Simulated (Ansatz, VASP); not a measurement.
Two plane-wave programs on Rb

File INCAR:

```
SYSTEM = Rb
PREC = Accurate ; ENCUT = 520
EDIFF = 1E-6 ; ISMEAR = -1
SIGMA = 0.1 ; LREAL = .FALSE.
LASPH = .TRUE. ; NELM = 60
ALGO = Normal ; ISIF = 2
LWAVE = .FALSE. ; LCHARG = .FALSE.
GGA = PE ; NBANDS = 10
```

Contents of KPOINTS:

```
Automatic mesh
0
G
  11 11 11
  0 0 0
```

The input POSCAR:

```
Rb
1.0
    4.5625816822      0.0000000000      0.0000000000
    0.0000000000      4.5625816822      0.0000000000
    0.0000000000      0.0000000000      4.5625816822
Rb
1
Direct
    0.0000000000      0.0000000000      0.0000000000
```

Input for Ansatz:

```yaml
crystal:
  lattice:
    - [4.5625816822, 0.0, 0.0]
    - [0.0, 4.5625816822, 0.0]
    - [0.0, 0.0, 4.5625816822]
  atoms:
    - { symbol: Rb, position: [0.0, 0.0, 0.0] }
hamiltonian:
  xc: pbe
  pseudopotentials:
    kind: paw
    azcp:
      Rb: "pseudopotentials/Rb.paw.azcp"
basis:
  ecutwfc: 420
  fft_grid_basis: typed
kpoints:
  mp_grid: { grid: [11, 11, 11], shift: [0, 0, 0] }
magnetization:
  spin_polarized: false
scf:
  occupations: { method: fermi_dirac, width: 0.1 }
output:
  stress: true
```

Alike in both runs: task single point; functional PBE; k mesh 11 × 11 × 11; occupations fermi-dirac, width 0.1 eV; no spin polarisation.

|  | VASP | Ansatz |
| --- | --- | --- |
| version | VASP 6.6.1 | Ansatz 0.2.0 |
| potentials or method | VASP PAW PBE potentials, release 64 (Rb_sv), cutoff 520 eV | plane waves (420 eV) with PAW, scalar-relativistic |
| valence electrons in the cell | 9 | 9 |

```csv
,VASP,Ansatz,Ansatz less VASP
pressure (GPa),0.1,0.1,0.00
```

With one functional, cell and mesh, what is left measures potentials, basis and numerics.
